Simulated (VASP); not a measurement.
Here is a VASP 6.6.1 calculation.

File INCAR:

```
SYSTEM = SrCl2
PREC     = Accurate       ! precision mode
ENCUT    = 500            ! plane-wave cutoff, eV
EDIFF    = 1E-6           ! SCF threshold, eV
ISMEAR   = 0              ! smearing method
SIGMA    = 0.01           ! smearing width, eV
LREAL    = .False.        ! projectors in reciprocal space
LASPH    = .True.         ! aspherical terms in the spheres
NELM     = 120            ! most SCF steps
ALGO     = Normal         ! electronic algorithm
ISIF     = 2              ! what is computed and relaxed
LWAVE    = .False.        ! write WAVECAR
LCHARG   = .False.        ! write CHGCAR
GGA      = PS             ! functional
NBANDS   = 19             ! bands
GGA_COMPAT= .False.
```

Contents of KPOINTS:

```
Automatic mesh
0
Gamma
  4 4 4
  0 0 0
```

Contents of POSCAR:

```
SrCl2
1.0
    0.0000000000      3.4976509443      3.4976509443
    3.4976509443      0.0000000000      3.4976509443
    3.4976509443      3.4976509443      0.0000000000
Sr Cl
1 2
Direct
    0.0000000000      0.0000000000      0.0000000000
    0.2500000000      0.2500000000      0.2500000000
    0.7500000000      0.7500000000      0.7500000000
```

Potentials or basis: VASP PAW PBE potentials, release 64 (Sr_sv, Cl).

The run is started by

```bash
$ cat potpaw_PBE.64/Sr_sv/POTCAR potpaw_PBE.64/Cl/POTCAR > POTCAR
$ mpirun -np 1 vasp_std > vasp.out
```

Problem. Predict the pressure.

Solution. -1.2 GPa.

Problem. Predict the band gap on the k mesh.

Solution. 5.10 eV (least direct gap 5.36 eV).

Caveat: the PAW data sets were made with another functional, which shifts forces and pressure a little. A k mesh can miss the band edges.
